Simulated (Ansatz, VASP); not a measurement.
## One calculation of Sb, two programs

```
CELL_PARAMETERS angstrom
2.16484 1.24987 3.76880
-2.16484 1.24987 3.76880
0.00000 -2.49975 3.76880
ATOMIC_POSITIONS crystal
Sb 0.23364 0.23364 0.23364
Sb 0.76636 0.76636 0.76636
```

Change from the starting cell: volume scaled by 1.02, crystal datasets.

Alike in both runs: task electric field gradients; functional PBEsol; k mesh 9 × 9 × 9; occupations fermi-dirac, width 0.05 eV; no spin polarisation.

```csv
,VASP,Ansatz
version,VASP 6.6.1,Ansatz 0.2.0
potentials or method,"VASP PAW PBE potentials, release 64 (Sb), cutoff 400 eV","all-electron PAW with datasets made for the crystal, scalar-relativistic"
```

```csv
,VASP,Ansatz,Ansatz less VASP
pressure (GPa),-0.6,-0.7,-0.15
"traceless stress, the component that is largest in VASP (GPa)",-0.23,-0.19,+0.046
rms of the force components (eV/Å),0.055,0.025,-0.0298
size of Vzz on the site where it differs most (V/Å²),42.9,47.0,+4.10
```

VASP's potentials were made for PBE, not for PBEsol. Atom by atom the forces differ by 0.030 eV/Å (rms over components). Ansatz ran all-electron here, and VASP with PAW potentials.

Neither program's run includes spin-orbit coupling.
